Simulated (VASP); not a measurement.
**SnO2: single point with r2SCAN**

SnO2:

```xyz
3
Lattice="-0.0213 2.5335 2.5335 2.5335 -0.0213 2.5335 2.5122 2.5122 0.0000" Properties=species:S:1:pos:R:3 pbc="T T T"
Sn    0.0000    0.0000    0.0000
O     1.2561    1.2561    1.2691
O     3.7683    3.7683    3.7979
```

This cell differs from its parent crystal: shear xy strain -1.7%.

```yaml
Program: VASP 6.6.1
Task: single point
Functional: r2SCAN
Potentials_or_basis: VASP PAW PBE potentials, release 64 (Sn_d, O)
Cutoff: 520 eV
k_mesh: 8 × 8 × 8
Occupations: gaussian, width 0.01 eV
Spin: no spin polarisation
Dipole_correction: no
Further_INCAR_settings: ALGO = Normal; EDIFF = 1e-07; NBANDS = 20
```

```json
{
 "Pressure": "1.4 GPa",
 "Largest force": "0.007 eV/Å",
 "Band gap on the k mesh": "0.86 eV (least direct gap 2.24 eV)"
}
```

Forces on the atoms (eV/Å):
```
Sn   0.000  0.000  0.000
O    0.000  0.000  0.007
O    0.000  0.000 -0.007
```

Stress tensor (GPa, compression positive):
```
1.43 0.34 0.00
0.34 1.43 0.00
0.00 0.00 1.42
```

Levels at points of the mesh, in eV from the valence-band top:
| k point | band 9 | band 10 | band 11 | band 12 | band 13 | band 14 | band 15 | band 16 | band 17 | band 18 |
| --- | --- | --- | --- | --- | --- | --- | --- | --- | --- | --- |
| (0.00, 0.00, 0.00) | -3.04 | -2.99 | -1.49 | -1.44 | -1.38 | 0.86 | 7.71 | 7.89 | 8.07 | 13.91 |
| (0.50, 0.00, 0.00) | -3.96 | -3.47 | -3.45 | -2.19 | -2.19 | 5.52 | 8.58 | 11.29 | 11.51 | 16.13 |
| (0.50, 0.50, 0.00) | -5.71 | -5.60 | -0.23 | -0.18 | -0.13 | 3.86 | 8.10 | 10.48 | 13.25 | 13.49 |
| (0.00, 0.00, 0.50) | -4.01 | -3.51 | -3.48 | -2.22 | -2.22 | 5.56 | 8.66 | 11.29 | 11.51 | 16.09 |
| (0.50, 0.00, 0.50) | -5.65 | -5.65 | -0.21 | -0.21 | -0.13 | 3.85 | 8.09 | 10.49 | 13.36 | 13.37 |

It took 8.1 min on 1 thread of Intel Xeon 8259CL, with other jobs on the host, peak memory 0.21 GiB.

Caveat: the cell differs from its parent crystal (shear xy strain -1.7%); the PAW data sets were made with another functional, which shifts forces and pressure a little; spin-orbit coupling is left out, which moves the levels of the heavy elements. A k mesh can miss the band edges.
